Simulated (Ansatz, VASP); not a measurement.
# PbO: VASP beside Ansatz

The input INCAR:

```
SYSTEM = PbO
PREC = Accurate
ENCUT = 520
EDIFF = 1E-6
ISMEAR = 0
SIGMA = 0.02
LREAL = .False.
LASPH = .True.
NELM = 60
ALGO = Normal
ISIF = 2
LWAVE = .False.
LCHARG = .True.
LDIPOL = .True.
IDIPOL = 3
DIPOL = 0.5 0.5 0.500
GGA = PE
IVDW = 12
LELF = .True.
LVHAR = .True.
LVACPOTAV = .True.
NBANDS = 28
```

File KPOINTS:

```
regular mesh
0
Gamma
  6 6 1
  0 0 0
```

Contents of POSCAR:

```
PbO
1.0
    4.1190000000      0.0000000000      0.0000000000
    0.0000000000      4.1190000000      0.0000000000
    0.0000000000      0.0000000000     30.7493267952
Pb O
2 2
Direct
    0.5000000000      0.0000000000      0.4607471081
    0.0000000000      0.5000000000      0.5392528919
    0.0000000000      0.0000000000      0.5000000000
    0.5000000000      0.5000000000      0.5000000000
```

Input for Ansatz:

```yaml
crystal:
  lattice:
    - [4.119, 0.0, 0.0]
    - [0.0, 4.119, 0.0]
    - [0.0, 0.0, 30.7493267952]
  atoms:
    - { symbol: Pb, position: [0.5, 0.0, 0.4607471081] }
    - { symbol: O, position: [0.0, 0.0, 0.5] }
    - { symbol: O, position: [0.5, 0.5, 0.5] }
    - { symbol: Pb, position: [0.0, 0.5, 0.5392528919] }
  periodic: [true, true, false]
basis:
  ecutwfc: 420
kpoints:
  mp_grid: { grid: [6, 6, 1] }
hamiltonian:
  xc: pbe
  dispersion: d3bj
scf:
  occupations: { method: gaussian, width: 0.02 }
output:
  forces: true
  stress: true
  eigenvalues: true
```

Alike in both runs: task single point; functional PBE; dispersion D3(BJ); k mesh 6 × 6 × 1; occupations gaussian, width 0.02 eV; no spin polarisation.

|  | VASP | Ansatz |
| --- | --- | --- |
| version | VASP 6.6.1 | Ansatz 0.2.0 |
| potentials or method | VASP PAW PBE potentials, release 64 (Pb_d, O), cutoff 520 eV | scalar-relativistic, plane waves, PAW |
| valence electrons in the cell | 40 | 40 |

VASP gave:

```
gap on the k mesh at the Fermi level (eV) : 2.38
least direct gap on the mesh (eV)         : 2.38
rms of the force components (eV/Å)        : 0.220
```

What did Ansatz give for the same quantities?

gap on the k mesh at the Fermi level (eV): 2.40; least direct gap on the mesh (eV): 2.40; rms of the force components (eV/Å): 0.233.

Neither program's run includes spin-orbit coupling.
